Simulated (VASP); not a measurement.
# RbBr (Pm-3m) in VASP: a series of runs

RbBr is run at these levels: PBE; tasks: single point.

Everything below comes from runs of VASP 6.6.1. Logs are shortened: lines on timing, memory, paths and dates and some standing lists are left out, and cuts for length are marked.

### 1 The cell of the first run

Symmetry: Pm-3m, No. 221, cubic system. The conventional cell has a = 3.999 Å, b = 3.999 Å, c = 3.999 Å, α = 90.00°, β = 90.00°, γ = 90.00°. Rb (site symmetry m-3m) has 8 Br at 3.46 Å and 6 Rb at 4.00 Å within 4.6 Å. Br (site symmetry m-3m) has 8 Rb at 3.46 Å and 6 Br at 4.00 Å within 4.6 Å.

### 2 Single point, PBE (strained)

Input file INCAR:

```
PREC = Accurate
ENCUT = 520
EDIFF = 1E-6
ISMEAR = 0
SIGMA = 0.02
LREAL = F
LASPH = T
NELM = 80
ALGO = Normal
ISIF = 2
LWAVE = F
LCHARG = F
GGA = PE
NBANDS = 15
```

Input file KPOINTS:

```
regular mesh
0
Gamma
  6 6 6
```

Input file POSCAR:

```
RbBr
1.0
    3.9988290761      0.0000000000      0.0000000000
    0.0000000000      3.9988290761      0.0000000000
    0.0000000000      0.0000000000      3.9988290761
Rb Br
1 1
Direct
    0.0000000000      0.0000000000      0.0000000000
    0.5000000000      0.5000000000      0.5000000000
```

Potentials or basis: VASP PAW PBE potentials, release 64 (Rb_sv, Br).

Launch:

```console
$ cat potpaw_PBE.64/Rb_sv/POTCAR potpaw_PBE.64/Br/POTCAR > POTCAR
$ mpirun -np 1 vasp_std > vasp.out
```

OUTCAR:

```text
PREC = Accurate
   ENCUT = 520
   EDIFF = 1E-6
   ISMEAR = 0
   LREAL = F
   LASPH = T
   NELM = 80
   ISIF = 2
   GGA = PE

 ion  position               nearest neighbor table
   1  0.000  0.000  0.000-   2 3.46   2 3.46   2 3.46   2 3.46   2 3.46   2 3.46   2 3.46   2 3.46

   2  0.500  0.500  0.500-   1 3.46   1 3.46   1 3.46   1 3.46   1 3.46   1 3.46   1 3.46   1 3.46

  LATTYP: Found a simple cubic cell.
 ALAT       =     3.9988290761

  Lattice vectors:

 A1 = (   3.9988290761,   0.0000000000,   0.0000000000)
 A2 = (   0.0000000000,   3.9988290761,   0.0000000000)
 A3 = (   0.0000000000,   0.0000000000,   3.9988290761)

Analysis of symmetry for initial positions (statically):
=====================================================================
 Subroutine PRICEL returns:
 Original cell was already a primitive cell.

 Routine SETGRP: Setting up the symmetry group for a
 simple cubic supercell.

 Subroutine GETGRP returns: Found 48 space group operations
 (whereof 48 operations were pure point group operations)
 out of a pool of 48 trial point group operations.

The static configuration has the point symmetry O_h .

Analysis of symmetry for dynamics (positions and initial velocities):
=====================================================================
 Subroutine PRICEL returns:
 Original cell was already a primitive cell.

 Routine SETGRP: Setting up the symmetry group for a
 simple cubic supercell.

 Subroutine GETGRP returns: Found 48 space group operations
 (whereof 48 operations were pure point group operations)
 out of a pool of 48 trial point group operations.

The dynamic configuration has the point symmetry O_h .

 Subroutine INISYM returns: Found 48 space group operations
 (whereof 48 operations are pure point group operations),
 and found     1 'primitive' translations

----------------------------------------------------------------------------------------

                                     Primitive cell

  volume of cell :      63.9438

  direct lattice vectors                    reciprocal lattice vectors
     3.998829076  0.000000000  0.000000000     0.250073204  0.000000000  0.000000000
     0.000000000  3.998829076  0.000000000     0.000000000  0.250073204  0.000000000
     0.000000000  0.000000000  3.998829076     0.000000000  0.000000000  0.250073204

  length of vectors
     3.998829076  3.998829076  3.998829076     0.250073204  0.250073204  0.250073204

  position of ions in fractional coordinates (direct lattice)
     0.000000000  0.000000000  0.000000000
     0.500000000  0.500000000  0.500000000

  ion indices of the primitive-cell ions
   primitive index   ion index
                 1           1
                 2           2

----------------------------------------------------------------------------------------

 KPOINTS: regular mesh

Automatic generation of k-mesh.
 Grid dimensions read from file:
 generate k-points for:    6    6    6

 Generating k-lattice:

  Cartesian coordinates                     Fractional coordinates (reciprocal lattice)
     0.041678867  0.000000000  0.000000000     0.166666667  0.000000000  0.000000000
     0.000000000  0.041678867  0.000000000     0.000000000  0.166666667  0.000000000
     0.000000000  0.000000000  0.041678867     0.000000000  0.000000000  0.166666667

  Length of vectors
     0.041678867  0.041678867  0.041678867

  Shift w.r.t. Gamma in fractional coordinates (k-lattice)
     0.000000000  0.000000000  0.000000000

 Subroutine IBZKPT returns following result:
 ===========================================

 Found     20 irreducible k-points:

 Following reciprocal coordinates:
            Coordinates               Weight
  0.000000  0.000000  0.000000      1.000000
  0.166667  0.000000  0.000000      6.000000
  0.333333  0.000000  0.000000      6.000000
  0.500000  0.000000  0.000000      3.000000
  0.166667  0.166667  0.000000     12.000000
  0.333333  0.166667  0.000000     24.000000
[... 12 lines left out ...]
  0.500000  0.500000  0.333333      6.000000
  0.500000  0.500000  0.500000      1.000000
   k-points           NKPTS =     20   k-points in BZ     NKDIM =     20   number of bands    NBANDS=     15
   number of dos      NEDOS =    301   number of ions     NIONS =      2
   total plane-waves  NPLWV =  27000
   dimension x,y,z NGX =    30 NGY =   30 NGZ =   30
   dimension x,y,z NGXF=    60 NGYF=   60 NGZF=   60
   ions per type =               1   1
   NGX,Y,Z   is equivalent  to a cutoff of  12.47, 12.47, 12.47 a.u.
   NGXF,Y,Z  is equivalent  to a cutoff of  24.94, 24.94, 24.94 a.u.
 SYSTEM =  unknown system
   PREC   = accura    normal or accurate (medium, high low for compatibility)
   ISTART =      0    job   : 0-new  1-cont  2-samecut
   ICHARG =      2    charge: 1-file 2-atom 10-const
   ISPIN  =      1    spin polarized calculation?
   LNONCOLLINEAR =      F non collinear calculations
   LSORBIT =      F    spin-orbit coupling
   LASPH  =      T    aspherical Exc in radial PAW
   ENCUT  =  520.0 eV  38.22 Ry    6.18 a.u.   7.44  7.44  7.44*2*pi/ulx,y,z
   NELM   =     80;   NELMIN=  2; NELMDL= -5     # of ELM steps
   EDIFF  = 0.1E-05   stopping-criterion for ELM
   LREAL  =      F    real-space projection
   EDIFFG = 0.1E-04   stopping-criterion for IOM
   NSW    =      0    number of steps for IOM
   IBRION =     -1    ionic relax: 0-MD 1-quasi-New 2-CG
   NFREE  =      0    steps in history (QN), initial steepest desc. (CG)
   ISIF   =      2    stress and relaxation
   ISYM   =      2    0-nonsym 1-usesym 2-fastsym
   POTIM  = 0.5000    time-step for ionic-motion
   TEBEG  =    0.0;   TEEND  =   0.0 temperature during run
   PSTRESS=    0.0 pullay stress
   NELECT =      16.0000    total number of electrons
   NUPDOWN=      -1.0000    fix difference up-down
   EMIN   =  10.00;   EMAX   =-10.00  energy-range for DOS
   EFERMI =   0.00;   METHOD = LEGACY
   ISMEAR =     0;   SIGMA  =   0.02  broadening in eV -4-tet -1-fermi 0-gaus
   EFERMI_NEDOS =   21; number of points for ismear=-14 and -15
   IALGO  =     38    algorithm
   IMIX   =      4    mixing-type and parameters
     AMIX     =   0.40;   BMIX     =  1.00
     AMIX_MAG =   1.60;   BMIX_MAG =  1.00
  volume/ion in A,a.u.               =      31.97       215.76
  Fermi-wavevector in a.u.,A,eV,Ry     =   1.031609  1.949459 14.479566  1.064218
  Thomas-Fermi vector in A             =   2.165766
   LORBIT       =      0    0 simple, 1 ext, 2 COOP (PROOUT), +10 PAW based schemes
   GGA     = PE    functional components
   LHFCALC =     F    Hartree Fock is set to
   AEXX    =    0.0000 exact exchange contribution
   IVDW    =     0    specifies the selected vdW correction
   LEPSILON=     F    determine dielectric tensor
   LRPA    =     F    only Hartree local field effects (RPA)
 non-spin polarized calculation
 Gauss-broadening in eV      SIGMA  =   0.02
  energy-cutoff  :      520.00
  volume of cell :       63.94
 maximum number of plane-waves:      1750
 NGX is ok and might be reduce to    30
   NGX = 15   NGY = 15   NGZ = 15

 number of electron      15.9999997 magnetization

 Free energy of the ion-electron system (eV)
  ---------------------------------------------------
  ext. energy  EPLUGINS =         0.00000000
  ---------------------------------------------------
  free energy    TOTEN  =        -5.92493074 eV

  energy without entropy =       -5.92493074  energy(sigma->0) =       -5.92493074

 E-fermi :  -0.0713     XC(G=0):  -8.3368

 val. band max:       -0.1835944174   @ k =   0.5000   0.5000   0.0000
 cond. band min:       4.2458439996   @ k =   0.0000   0.0000   0.0000
 fundamental gap:      4.4294384171
 Fermi energy:        -0.0712508357

 k-point     1 :       0.0000    0.0000    0.0000
  band No.  band energies     occupation
      1     -25.1674      2.00000
      2     -12.9711      2.00000
      3      -9.1323      2.00000
      4      -9.1323      2.00000
      5      -9.1323      2.00000
      6      -0.3373      2.00000
      7      -0.3373      2.00000
      8      -0.3373      2.00000
      9       4.2458      0.00000
     10       5.2693      0.00000
     11       5.2693      0.00000
     12       9.9972      0.00000
     13       9.9972      0.00000
     14       9.9972      0.00000
     15      12.8394      0.00000

 k-point     2 :       0.1667    0.0000    0.0000
  band No.  band energies     occupation
      1     -25.1597      2.00000
      2     -12.9735      2.00000
      3      -9.1740      2.00000
      4      -9.1155      2.00000
      5      -9.1155      2.00000
      6      -0.9221      2.00000
      7      -0.3675      2.00000
      8      -0.3675      2.00000
      9       4.9561      0.00000
     10       5.4954      0.00000
     11       5.9787      0.00000
     12       9.8678      0.00000
     13       9.8678      0.00000
     14      10.1684      0.00000
     15      11.4449      0.00000

 k-point     3 :       0.3333    0.0000    0.0000
  band No.  band energies     occupation
      1     -25.1441      2.00000
      2     -12.9819      2.00000
      3      -9.2422      2.00000
      4      -9.0813      2.00000
      5      -9.0813      2.00000
      6      -1.7997      2.00000
      7      -0.4305      2.00000
      8      -0.4305      2.00000
      9       6.1289      0.00000
     10       6.3572      0.00000
     11       7.4440      0.00000
     12       9.5561      0.00000
     13       9.8366      0.00000
     14       9.8366      0.00000
     15      10.5986      0.00000

 k-point     4 :       0.5000    0.0000    0.0000
  band No.  band energies     occupation
      1     -25.1362      2.00000
      2     -12.9881      2.00000
      3      -9.2687      2.00000
      4      -9.0640      2.00000
      5      -9.0640      2.00000
      6      -2.1621      2.00000
      7      -0.4633      2.00000
      8      -0.4633      2.00000
      9       6.7112      0.00000
     10       7.3800      0.00000
     11       7.9899      0.00000
     12       8.5263      0.00000
     13      10.0269      0.00000
     14      10.0269      0.00000
     15      10.8940      0.00000
[... 235 lines left out ...]
 k-point    18 :       0.5000    0.3333    0.3333
  band No.  band energies     occupation
      1     -25.0952      2.00000
      2     -12.6702      2.00000
      3      -9.4567      2.00000
      4      -9.3707      2.00000
      5      -9.3356      2.00000
      6      -1.6258      2.00000
      7      -1.4913      2.00000
      8      -1.2463      2.00000
      9       7.0325      0.00000
     10       7.7321      0.00000
     11       7.8014      0.00000
     12       9.3492      0.00000
     13       9.4684      0.00000
     14       9.8397      0.00000
     15      12.4288      0.00000

 k-point    19 :       0.5000    0.5000    0.3333
  band No.  band energies     occupation
      1     -25.0884      2.00000
      2     -12.6247      2.00000
      3      -9.4543      2.00000
      4      -9.4543      2.00000
      5      -9.3256      2.00000
      6      -1.6611      2.00000
      7      -1.6611      2.00000
      8      -1.4430      2.00000
      9       7.2504      0.00000
     10       8.1180      0.00000
     11       8.1180      0.00000
     12       8.7423      0.00000
     13      10.1998      0.00000
     14      10.1998      0.00000
     15      12.4481      0.00000

 k-point    20 :       0.5000    0.5000    0.5000
  band No.  band energies     occupation
      1     -25.0818      2.00000
      2     -12.5882      2.00000
      3      -9.4221      2.00000
      4      -9.4221      2.00000
      5      -9.4221      2.00000
      6      -1.7674      2.00000
      7      -1.7674      2.00000
      8      -1.7674      2.00000
      9       8.3894      0.00000
     10       8.3894      0.00000
     11       8.3894      0.00000
     12       9.6533      0.00000
     13       9.6533      0.00000
     14       9.6533      0.00000
     15      12.4897      0.00000

------------------------ aborting loop because EDIFF is reached ----------------------------------------

  FORCE on cell =-STRESS in cart. coord.  units (eV):
  Direction    XX          YY          ZZ          XY          YZ          ZX
  --------------------------------------------------------------------------------------
  -------------------------------------------------------------------------------------
  Total        1.1719025      1.1719025      1.1719025      0.0000000      0.0000000      0.0000000
  in kB       29.3632104     29.3632104     29.3632104      0.0000000      0.0000000      0.0000000
  external PRESSURE =      29.3632104 kB  Pullay stress =       0.0000000 kB

 VOLUME and BASIS-vectors are now :
 -----------------------------------------------------------------------------
  energy-cutoff  :      520.00
  volume of cell :       63.94
      direct lattice vectors                 reciprocal lattice vectors
     3.998829076  0.000000000  0.000000000     0.250073204  0.000000000  0.000000000
     0.000000000  3.998829076  0.000000000     0.000000000  0.250073204  0.000000000
     0.000000000  0.000000000  3.998829076     0.000000000  0.000000000  0.250073204

 POSITION                                       TOTAL-FORCE (eV/Angst)
 -----------------------------------------------------------------------------------
      0.00000      0.00000      0.00000         0.000000      0.000000      0.000000
      1.99941      1.99941      1.99941         0.000000      0.000000      0.000000
 -----------------------------------------------------------------------------------
    total drift:                                0.000000      0.000000     -0.000000

  FREE ENERGIE OF THE ION-ELECTRON SYSTEM (eV)
  ---------------------------------------------------
  free  energy   TOTEN  =        -5.9249307421 eV

  energy  without entropy=       -5.9249307421  energy(sigma->0) =       -5.92493074
```

Run time: 16 s. Hardware: 1 thread of Intel Xeon Platinum 8375C at 2.90GHz (Ice Lake), shared host; peak memory 0.17 GiB.

What came out:

```
Free energy            : -5.9249 eV
Pressure               : 2.9 GPa
Band gap on the k mesh : 4.43 eV (least direct gap 4.58 eV)
```

Caveat: the cell differs from its parent crystal (strained). A k mesh can miss the band edges.

### 3 Single point, PBE (strained)

Input file INCAR:

```
PREC = Accurate
ENCUT = 520
EDIFF = 1E-7
ISMEAR = 0
SIGMA = 0.02
LREAL = False
LASPH = True
NELM = 60
ALGO = Normal
ISIF = 2
LWAVE = False
LCHARG = False
GGA = PE
NBANDS = 15
```

Input file KPOINTS:

```
Automatic mesh
0
Gamma
  6 6 6
```

Input file POSCAR:

```
RbBr
1.0
    4.1922183191      0.0000000000      0.0000000000
    0.0000000000      4.1922183191      0.0000000000
    0.0000000000      0.0000000000      4.1922183191
Rb Br
1 1
Direct
    0.0000000000      0.0000000000      0.0000000000
    0.5000000000      0.5000000000      0.5000000000
```

Potentials or basis: VASP PAW PBE potentials, release 64 (Rb_sv, Br).

Launch:

```console
$ cat potpaw_PBE.64/Rb_sv/POTCAR potpaw_PBE.64/Br/POTCAR > POTCAR
$ mpirun -np 1 vasp_std > vasp.out
```

Wall time 15 s (1 thread of Intel Xeon Platinum 8375C at 2.90GHz (Ice Lake), shared host); peak memory 0.18 GiB.

The run converged. Its results:

```
Free energy            : -6.0052 eV
Pressure               : 0.1 GPa
Band gap on the k mesh : 3.93 eV (least direct gap 4.08 eV)
```

Levels at points of the mesh, in eV from the valence-band top:
```tsv
k point	band 4	band 5	band 6	band 7	band 8	band 9	band 10	band 11	band 12	band 13
(0.00, 0.00, 0.00)	-9.17	-9.17	-0.15	-0.15	-0.15	3.93	5.63	5.63	9.80	9.80
(0.50, 0.00, 0.00)	-9.13	-9.13	-1.60	-0.21	-0.21	6.87	6.88	7.38	8.70	9.67
(0.50, 0.50, 0.00)	-9.43	-9.10	-1.00	-1.00	0.00	5.29	6.17	7.92	7.92	10.45
(0.50, 0.50, 0.50)	-9.36	-9.36	-1.22	-1.22	-1.22	8.07	8.07	8.07	9.13	9.13
```

Caveat: the cell differs from its parent crystal (strained). A k mesh can miss the band edges.
